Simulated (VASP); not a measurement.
# MgF2 (Pnnm) in VASP: a series of runs

Runs on MgF2. Level: PBE+D3(BJ). Tasks: single point, relaxation of cell and atoms.

Program: VASP 6.6.1. These are calculated values, not measurements. Logs are shortened: lines on timing, memory, paths and dates and some standing lists are left out, and cuts for length are marked.

## 1. The cell of the first run

The typed cell holds 6 atoms: a = 4.658 Å, b = 4.659 Å, c = 3.076 Å, α = 90.00°, β = 90.00°, γ = 90.00°.

## 2. Single point, PBE+D3(BJ)

File INCAR:

```
SYSTEM = MgF2
ALGO = Normal
EDIFF = 1E-6
ENCUT = 600
GGA = PE
GGA_COMPAT = .FALSE.
ISIF = 2
ISMEAR = 0
IVDW = 12
LASPH = .TRUE.
LCHARG = .TRUE.
LELF = .TRUE.
LREAL = .FALSE.
LVHAR = .TRUE.
LWAVE = .FALSE.
NBANDS = 25
NELM = 120
PREC = Accurate
SIGMA = 0.02
```

File KPOINTS:

```
k-points
0
G
  6 6 8
  0 0 0
```

File POSCAR:

```
MgF2
1.0
    4.6583806459      0.0000000000      0.0000000000
    0.0000000000      4.6587644092      0.0000000000
    0.0000000000      0.0000000000      3.0761400660
Mg F
2 4
Direct
    0.5000000000      0.5000000000      0.5000000000
    0.0000000000      0.0000000000      0.0000000000
    0.8030133846      0.1968274949      0.5000000000
    0.1969866154      0.8031725051      0.5000000000
    0.3030133846      0.3031725051      0.0000000000
    0.6969866154      0.6968274949      0.0000000000
```

Potentials or basis: VASP PAW PBE potentials, release 64 (Mg, F).

Command:

```bash
cat potpaw_PBE.64/Mg/POTCAR potpaw_PBE.64/F/POTCAR > POTCAR
mpirun -np 1 vasp_std > vasp.out
```

OUTCAR:

```text
SYSTEM = MgF2
   EDIFF = 1E-6
   ENCUT = 600
   GGA = PE
   ISIF = 2
   ISMEAR = 0
   IVDW = 12
   LASPH = .TRUE.
   LREAL = .FALSE.
   NELM = 120
   PREC = Accurate
 IVDW          = 12

 ion  position               nearest neighbor table
   1  0.500  0.500  0.500-   3 2.00   4 2.00   5 2.01   6 2.01   5 2.01   6 2.01   2 3.64   2 3.64
                             2 3.64   2 3.64   2 3.64   2 3.64   2 3.64   2 3.64
   2  0.000  0.000  0.000-   5 2.00   6 2.00   3 2.01   4 2.01   3 2.01   4 2.01   1 3.64   1 3.64
                             1 3.64   1 3.64   1 3.64   1 3.64   1 3.64   1 3.64
   3  0.803  0.197  0.500-   1 2.00   2 2.01   2 2.01
   4  0.197  0.803  0.500-   1 2.00   2 2.01   2 2.01
   5  0.303  0.303  0.000-   2 2.00   1 2.01   1 2.01
   6  0.697  0.697  0.000-   2 2.00   1 2.01   1 2.01

  LATTYP: Found a simple orthorhombic cell.
 ALAT       =     3.0761400660
 B/A-ratio  =     1.5143590818
 C/A-ratio  =     1.5144838366

  Lattice vectors:

 A1 = (   0.0000000000,   0.0000000000,   3.0761400660)
 A2 = (   4.6583806459,   0.0000000000,   0.0000000000)
 A3 = (   0.0000000000,   4.6587644092,   0.0000000000)

Analysis of symmetry for initial positions (statically):
=====================================================================
 Subroutine PRICEL returns:
 Original cell was already a primitive cell.

 Routine SETGRP: Setting up the symmetry group for a
 simple orthorhombic supercell.

 Subroutine GETGRP returns: Found  8 space group operations
 (whereof  4 operations were pure point group operations)
 out of a pool of  8 trial point group operations.

The static configuration has the point symmetry C_2h.
 The point group associated with its full space group is D_2h.

Analysis of symmetry for dynamics (positions and initial velocities):
=====================================================================
 Subroutine PRICEL returns:
 Original cell was already a primitive cell.

 Routine SETGRP: Setting up the symmetry group for a
 simple orthorhombic supercell.

 Subroutine GETGRP returns: Found  8 space group operations
 (whereof  4 operations were pure point group operations)
 out of a pool of  8 trial point group operations.

The dynamic configuration has the point symmetry C_2h.
 The point group associated with its full space group is D_2h.

 Subroutine INISYM returns: Found  8 space group operations
 (whereof  4 operations are pure point group operations),
 and found     1 'primitive' translations

----------------------------------------------------------------------------------------

                                     Primitive cell

  volume of cell :      66.7593

  direct lattice vectors                    reciprocal lattice vectors
     4.658380646  0.000000000  0.000000000     0.214666872  0.000000000  0.000000000
     0.000000000  4.658764409  0.000000000     0.000000000  0.214649189  0.000000000
     0.000000000  0.000000000  3.076140066     0.000000000  0.000000000  0.325082727

  length of vectors
     4.658380646  4.658764409  3.076140066     0.214666872  0.214649189  0.325082727

  position of ions in fractional coordinates (direct lattice)
     0.500000000  0.500000000  0.500000000
     0.000000000  0.000000000  0.000000000
     0.803013385  0.196827495  0.500000000
     0.196986615  0.803172505  0.500000000
     0.303013385  0.303172505  0.000000000
     0.696986615  0.696827495  0.000000000

  ion indices of the primitive-cell ions
   primitive index   ion index
                 1           1
                 2           2
                 3           3
                 4           4
                 5           5
                 6           6

----------------------------------------------------------------------------------------

 KPOINTS: k-points

Automatic generation of k-mesh.
 Grid dimensions read from file:
 generate k-points for:    6    6    8

 Generating k-lattice:

  Cartesian coordinates                     Fractional coordinates (reciprocal lattice)
     0.035777812  0.000000000  0.000000000     0.166666667  0.000000000  0.000000000
     0.000000000  0.035774865  0.000000000     0.000000000  0.166666667  0.000000000
     0.000000000  0.000000000  0.040635341     0.000000000  0.000000000  0.125000000

  Length of vectors
     0.035777812  0.035774865  0.040635341

  Shift w.r.t. Gamma in fractional coordinates (k-lattice)
     0.000000000  0.000000000  0.000000000

 Subroutine IBZKPT returns following result:
 ===========================================

 Found     80 irreducible k-points:

 Following reciprocal coordinates:
            Coordinates               Weight
  0.000000  0.000000  0.000000      1.000000
  0.166667  0.000000  0.000000      2.000000
  0.333333  0.000000  0.000000      2.000000
  0.500000  0.000000  0.000000      1.000000
  0.000000  0.166667  0.000000      2.000000
  0.166667  0.166667  0.000000      4.000000
[... 16 lines left out ...]
  0.333333  0.166667  0.125000      8.000000
  0.500000  0.166667  0.125000      4.000000
 [... further k-points ...]
   k-points           NKPTS =     80   k-points in BZ     NKDIM =     80   number of bands    NBANDS=     25
   number of dos      NEDOS =    301   number of ions     NIONS =      6
   total plane-waves  NPLWV =  44800
   dimension x,y,z NGX =    40 NGY =   40 NGZ =   28
   dimension x,y,z NGXF=    80 NGYF=   80 NGZF=   56
   ions per type =               2   4
   NGX,Y,Z   is equivalent  to a cutoff of  14.27, 14.27, 15.13 a.u.
   NGXF,Y,Z  is equivalent  to a cutoff of  28.55, 28.55, 30.26 a.u.
 SYSTEM =  MgF2
   PREC   = accura    normal or accurate (medium, high low for compatibility)
   ISTART =      0    job   : 0-new  1-cont  2-samecut
   ICHARG =      2    charge: 1-file 2-atom 10-const
   ISPIN  =      1    spin polarized calculation?
   LNONCOLLINEAR =      F non collinear calculations
   LSORBIT =      F    spin-orbit coupling
   LASPH  =      T    aspherical Exc in radial PAW
   ENCUT  =  600.0 eV  44.10 Ry    6.64 a.u.   9.30  9.30  6.14*2*pi/ulx,y,z
   NELM   =    120;   NELMIN=  2; NELMDL= -5     # of ELM steps
   EDIFF  = 0.1E-05   stopping-criterion for ELM
   LREAL  =      F    real-space projection
   EDIFFG = 0.1E-04   stopping-criterion for IOM
   NSW    =      0    number of steps for IOM
   IBRION =     -1    ionic relax: 0-MD 1-quasi-New 2-CG
   NFREE  =      0    steps in history (QN), initial steepest desc. (CG)
   ISIF   =      2    stress and relaxation
   ISYM   =      2    0-nonsym 1-usesym 2-fastsym
   POTIM  = 0.5000    time-step for ionic-motion
   TEBEG  =    0.0;   TEEND  =   0.0 temperature during run
   PSTRESS=    0.0 pullay stress
   NELECT =      32.0000    total number of electrons
   NUPDOWN=      -1.0000    fix difference up-down
   EMIN   =  10.00;   EMAX   =-10.00  energy-range for DOS
   EFERMI =   0.00;   METHOD = LEGACY
   ISMEAR =     0;   SIGMA  =   0.02  broadening in eV -4-tet -1-fermi 0-gaus
   EFERMI_NEDOS =   21; number of points for ismear=-14 and -15
   IALGO  =     38    algorithm
   IMIX   =      4    mixing-type and parameters
     AMIX     =   0.40;   BMIX     =  1.00
     AMIX_MAG =   1.60;   BMIX_MAG =  1.00
  volume/ion in A,a.u.               =      11.13        75.09
  Fermi-wavevector in a.u.,A,eV,Ry     =   1.281212  2.421139 22.334008  1.641503
  Thomas-Fermi vector in A             =   2.413595
   LORBIT       =      0    0 simple, 1 ext, 2 COOP (PROOUT), +10 PAW based schemes
   GGA     = PE    functional components
   LHFCALC =     F    Hartree Fock is set to
   AEXX    =    0.0000 exact exchange contribution
   IVDW    =    12    specifies the selected vdW correction
   LEPSILON=     F    determine dielectric tensor
   LRPA    =     F    only Hartree local field effects (RPA)
 non-spin polarized calculation
 Gauss-broadening in eV      SIGMA  =   0.02
  energy-cutoff  :      600.00
  volume of cell :       66.76
 maximum number of plane-waves:      2256
 NGX is ok and might be reduce to    40
   NGX = 19   NGY = 19   NGZ = 13

 number of electron      32.0000006 magnetization

 Free energy of the ion-electron system (eV)
  ---------------------------------------------------
  ext. energy  EPLUGINS =         0.00000000
  ---------------------------------------------------
  free energy    TOTEN  =       -31.54718674 eV

  energy without entropy =      -31.54718674  energy(sigma->0) =      -31.54718674

 E-fermi :  -1.1913     XC(G=0):  -9.6232

 val. band max:       -1.3468808077   @ k =   0.0000   0.0000   0.0000
 cond. band min:       5.5929638989   @ k =   0.0000   0.0000   0.0000
 fundamental gap:      6.9398447065
 Fermi energy:        -1.1913405644

 k-point     1 :       0.0000    0.0000    0.0000
  band No.  band energies     occupation
      1     -22.0115      2.00000
      2     -21.2499      2.00000
      3     -21.2498      2.00000
      4     -21.1628      2.00000
      5      -5.3369      2.00000
      6      -3.7543      2.00000
[... 17 lines left out ...]
     24      16.8837      0.00000
     25      16.8856      0.00000

 k-point     2 :       0.1667    0.0000    0.0000
  band No.  band energies     occupation
      1     -21.9691      2.00000
      2     -21.3326      2.00000
      3     -21.2380      2.00000
      4     -21.1398      2.00000
      5      -5.2362      2.00000
      6      -3.7310      2.00000
[... 17 lines left out ...]
     24      16.6286      0.00000
     25      17.0171      0.00000

 k-point     3 :       0.3333    0.0000    0.0000
  band No.  band energies     occupation
      1     -21.8504      2.00000
      2     -21.4938      2.00000
      3     -21.2067      2.00000
      4     -21.1396      2.00000
      5      -4.9682      2.00000
      6      -4.1767      2.00000
[... 17 lines left out ...]
     24      16.3319      0.00000
     25      16.8411      0.00000

 k-point     4 :       0.5000    0.0000    0.0000
  band No.  band energies     occupation
      1     -21.6799      2.00000
      2     -21.6799      2.00000
      3     -21.1681      2.00000
      4     -21.1681      2.00000
      5      -4.6001      2.00000
      6      -4.6001      2.00000
[... 17 lines left out ...]
     24      16.0296      0.00000
     25      16.9196      0.00000

 k-point     5 :       0.0000    0.1667    0.0000
  band No.  band energies     occupation
      1     -21.9691      2.00000
      2     -21.3325      2.00000
      3     -21.2381      2.00000
      4     -21.1398      2.00000
      5      -5.2361      2.00000
      6      -3.7298      2.00000
[... 17 lines left out ...]
     24      16.6306      0.00000
     25      17.0157      0.00000

 k-point     6 :       0.1667    0.1667    0.0000
  band No.  band energies     occupation
      1     -21.9287      2.00000
      2     -21.3587      2.00000
      3     -21.2624      2.00000
      4     -21.1349      2.00000
      5      -5.1421      2.00000
      6      -3.8524      2.00000
[... 17 lines left out ...]
     24      16.8166      0.00000
     25      16.8662      0.00000
[... 393 lines left out ...]
 k-point    21 :       0.0000    0.1667    0.1250
  band No.  band energies     occupation
      1     -21.9198      2.00000
      2     -21.3196      2.00000
      3     -21.2287      2.00000
      4     -21.1471      2.00000
      5      -5.1458      2.00000
      6      -3.7045      2.00000
[... 17 lines left out ...]
     24      16.5276      0.00000
     25      16.8268      0.00000

 k-point    22 :       0.1667    0.1667    0.1250
  band No.  band energies     occupation
      1     -21.8816      2.00000
      2     -21.3457      2.00000
      3     -21.2512      2.00000
      4     -21.1411      2.00000
      5      -5.0602      2.00000
      6      -3.8866      2.00000
[... 17 lines left out ...]
     24      16.6522      0.00000
     25      16.7747      0.00000

 k-point    23 :       0.3333    0.1667    0.1250
  band No.  band energies     occupation
      1     -21.7752      2.00000
      2     -21.4643      2.00000
      3     -21.2336      2.00000
      4     -21.1553      2.00000
      5      -4.8313      2.00000
      6      -4.1902      2.00000
[... 17 lines left out ...]
     24      16.3708      0.00000
     25      16.4305      0.00000

 k-point    24 :       0.5000    0.1667    0.1250
  band No.  band energies     occupation
      1     -21.6241      2.00000
      2     -21.6241      2.00000
      3     -21.1922      2.00000
      4     -21.1922      2.00000
      5      -4.5227      2.00000
      6      -4.5227      2.00000
[... 17 lines left out ...]
     24      15.8146      0.00000
     25      16.7060      0.00000

 [... further k-points ...]

------------------------ aborting loop because EDIFF is reached ----------------------------------------

 Edisp (eV)   -0.85931

 E8    (eV) :    -0.3139

  FORCE on cell =-STRESS in cart. coord.  units (eV):
  Direction    XX          YY          ZZ          XY          YZ          ZX
  --------------------------------------------------------------------------------------
  -------------------------------------------------------------------------------------
  Total      -0.42543    -0.42532    -0.46285     0.00000     0.00000     0.00000
  in kB     -10.20992   -10.20728   -11.10812     0.00000     0.00000     0.00000
  external pressure =      -10.51 kB  Pullay stress =        0.00 kB

 VOLUME and BASIS-vectors are now :
 -----------------------------------------------------------------------------
  energy-cutoff  :      600.00
  volume of cell :       66.76
      direct lattice vectors                 reciprocal lattice vectors
     4.658380646  0.000000000  0.000000000     0.214666872  0.000000000  0.000000000
     0.000000000  4.658764409  0.000000000     0.000000000  0.214649189  0.000000000
     0.000000000  0.000000000  3.076140066     0.000000000  0.000000000  0.325082727

 POSITION                                       TOTAL-FORCE (eV/Angst)
 -----------------------------------------------------------------------------------
      2.32919      2.32938      1.53807         0.000000      0.000000      0.000000
      0.00000      0.00000      0.00000         0.000000      0.000000      0.000000
      3.74074      0.91697      1.53807         0.001415     -0.001070      0.000000
      0.91764      3.74179      1.53807        -0.001415      0.001070     -0.000000
      1.41155      1.41241      0.00000         0.001415      0.001070      0.000000
      3.24683      3.24636      0.00000        -0.001415     -0.001070     -0.000000
 -----------------------------------------------------------------------------------
    total drift:                                0.000000     -0.000000     -0.000000

  FREE ENERGIE OF THE ION-ELECTRON SYSTEM (eV)
  ---------------------------------------------------
  free  energy   TOTEN  =       -32.4064998247 eV

  energy  without entropy=      -32.4064998247  energy(sigma->0) =      -32.40649982
```

It took 70 s on 1 thread of AMD EPYC 9R45 (Zen 5), shared host; peak memory 0.26 GiB.

What came out:

```
Free energy                : -32.4065 eV
Pressure                   : -1.1 GPa
Band gap on the k mesh     : 6.94 eV
Dispersion energy per atom : -0.143 eV
```

Stress tensor (GPa, compression positive):
```
-1.02  0.00  0.00
 0.00 -1.02  0.00
 0.00  0.00 -1.11
```

Levels at points of the mesh, in eV from the valence-band top:
```
           k point  band 14  band 15  band 16  band 17  band 18  band 19
(0.00, 0.00, 0.00)    -0.32    -0.32     0.00     6.94    12.10    12.10
(0.50, 0.00, 0.00)    -0.96    -0.37    -0.37     9.32     9.32    13.33
(0.00, 0.50, 0.00)    -0.96    -0.37    -0.37     9.32     9.32    13.34
(0.50, 0.50, 0.00)    -0.93    -0.74    -0.74    10.97    10.97    11.14
(0.00, 0.00, 0.50)    -1.11    -0.83    -0.83    11.65    11.65    14.80
(0.50, 0.00, 0.50)    -0.71    -0.64    -0.64    12.58    12.58    13.22
(0.00, 0.50, 0.50)    -0.71    -0.64    -0.64    12.58    12.58    13.22
(0.50, 0.50, 0.50)    -0.59    -0.47    -0.47    13.05    13.05    13.20
```

A k mesh can miss the band edges.

## 3. Relaxation of cell and atoms, PBE+D3(BJ)

This run uses another cell than the first one, of 11.38 Å³/atom.

File INCAR:

```
SYSTEM = MgF2
ALGO = Normal
EDIFF = 1E-7
EDIFFG = -0.005
ENCUT = 600
GGA = PE
GGA_COMPAT = .False.
IBRION = 2
ISIF = 3
ISMEAR = 0
IVDW = 12
LASPH = .True.
LCHARG = .False.
LREAL = .False.
LWAVE = .False.
NELM = 120
NELMIN = 4
NSW = 70
PREC = Accurate
SIGMA = 0.02
```

File KPOINTS:

```
k-points
0
Gamma
  6 6 8
  0 0 0
```

File POSCAR:

```
MgF2
1.0
    4.6959330885      0.0000000000      0.0000000000
    0.0000000000      4.7004645429      0.0000000000
    0.0000000000      0.0000000000      3.0929023471
Mg F
2 4
Direct
    0.5000000000      0.5000000000      0.5000000000
    0.0000000000      0.0000000000      0.0000000000
    0.8034413151      0.1962854824      0.5000000000
    0.1965586849      0.8037145176      0.5000000000
    0.3034413151      0.3037145176      0.0000000000
    0.6965586849      0.6962854824      0.0000000000
```

Potentials or basis: VASP PAW PBE potentials, release 64 (Mg, F).

Command:

```bash
cat potpaw_PBE.64/Mg/POTCAR potpaw_PBE.64/F/POTCAR > POTCAR
mpirun -np 1 vasp_std > vasp.out
```

Wall time 3.3 min (1 thread of AMD EPYC 9R45 (Zen 5), shared host); peak memory 0.27 GiB.

The run converged. Its results:

- Free energy: -32.4143 eV
- Relaxed volume: 11.00 Å³/atom
- Relaxed cell: a = 4.640 Å, b = 4.643 Å, c = 3.065 Å, α = 90.00°, β = 90.00°, γ = 90.00°
- Space group after relaxing (to 0.1 Å): P4_2/mnm (No. 136)
- Energy gained by relaxing: 3.7 meV/atom
- Ionic steps: 5
- Pressure after relaxing: 0.0 GPa
- Band gap on the k mesh: 7.02 eV
- Dispersion energy per atom: -0.145 eV

The path:
```tsv
step	energy change (eV)	largest force (eV/Å)	pressure (GPa)	volume (Å³)
1	0.0000	0.0016	-3.04	68.27
2	-0.0214	0.0519	-0.10	66.16
3	-0.0214	0.0537	0.00	66.09
4	-0.0220	0.0219	0.01	66.05
5	-0.0221	0.0015	0.01	66.02
```

Final structure:
```
Mg F
1.0
     4.63989    0.00000    0.00000
     0.00000    4.64265    0.00000
     0.00000    0.00000    3.06478
Mg F
2 4
Direct
  0.50000 0.50000 0.50000
  0.00000 0.00000 0.00000
  0.80274 0.19699 0.50000
  0.19726 0.80301 0.50000
  0.30274 0.30301 0.00000
  0.69726 0.69699 0.00000
```

Levels at points of the mesh, in eV from the valence-band top:
| k point | band 12 | band 13 | band 14 | band 15 | band 16 | band 17 | band 18 | band 19 | band 20 |
| --- | --- | --- | --- | --- | --- | --- | --- | --- | --- |
| (0.00, 0.00, 0.00) | -1.21 | -0.73 | -0.32 | -0.32 | 0.00 | 7.02 | 12.17 | 12.17 | 13.65 |
| (0.50, 0.00, 0.00) | -1.36 | -0.97 | -0.97 | -0.37 | -0.37 | 9.41 | 9.41 | 13.42 | 13.42 |
| (0.00, 0.50, 0.00) | -1.36 | -0.97 | -0.97 | -0.37 | -0.37 | 9.41 | 9.41 | 13.42 | 13.42 |
| (0.50, 0.50, 0.00) | -1.26 | -0.94 | -0.94 | -0.76 | -0.76 | 11.09 | 11.09 | 11.22 | 11.22 |
| (0.00, 0.00, 0.50) | -1.42 | -1.13 | -1.13 | -0.84 | -0.84 | 11.74 | 11.74 | 14.88 | 14.88 |
| (0.50, 0.00, 0.50) | -1.35 | -0.72 | -0.72 | -0.65 | -0.65 | 12.66 | 12.66 | 13.34 | 13.34 |
| (0.00, 0.50, 0.50) | -1.34 | -0.72 | -0.72 | -0.65 | -0.65 | 12.66 | 12.66 | 13.34 | 13.34 |
| (0.50, 0.50, 0.50) | -1.39 | -0.60 | -0.60 | -0.47 | -0.47 | 13.17 | 13.17 | 13.27 | 13.27 |

A k mesh can miss the band edges.
